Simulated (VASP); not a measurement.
Input of a VASP 6.6.1 run:

INCAR

```
PREC     = Accurate       # precision mode
ENCUT    = 520            # plane-wave cutoff, eV
EDIFF    = 1E-6           # SCF threshold, eV
ISMEAR   = -1             # smearing method
SIGMA    = 0.05           # smearing width, eV
LREAL    = F              # projectors in reciprocal space
LASPH    = T              # aspherical terms in the spheres
NELM     = 60             # most SCF steps
ALGO     = Normal         # electronic algorithm
ISIF     = 2              # what is computed and relaxed
LWAVE    = F              # write WAVECAR
LCHARG   = F              # write CHGCAR
GGA      = B5             # functional
ALDAX    = 1.0          
AGGAX    = 1.0          
AGGAC    = 1.0          
ALDAC    = 0.0          
IVDW     = 13             # dispersion correction
VDW_S6   = 1.0          
VDW_S8   = 2.34076671   
VDW_A1   = 0.44488865   
VDW_A2   = 4.0933009    
NBANDS   = 10             # bands
```

The input KPOINTS:

```
Automatic mesh
0
Gamma
  9 9 9
```

Contents of POSCAR:

```
I
1.0
    0.0000000000      2.2990316359      3.6375302441
    2.2974343287      0.0000000000      3.6375302441
    2.2974343287      2.2990316359      0.0000000000
I
1
Direct
    0.0000000000      0.0000000000      0.0000000000
```

Potentials or basis: VASP PAW PBE potentials, release 64 (I).

Run with:

```console
$ cat potpaw_PBE.64/I/POTCAR > POTCAR
$ mpirun -np 1 vasp_std > vasp.out
```

(1) Predict the pressure.

(2) What does it give for the dispersion energy per atom?

Results:

(1) 0.1 GPa.

(2) -0.709 eV.

Caveat: the PAW data sets were made with another functional, which shifts forces and pressure a little; an odd number of electrons without spin polarisation forces a metal; a magnetic or distorted state may lie lower.
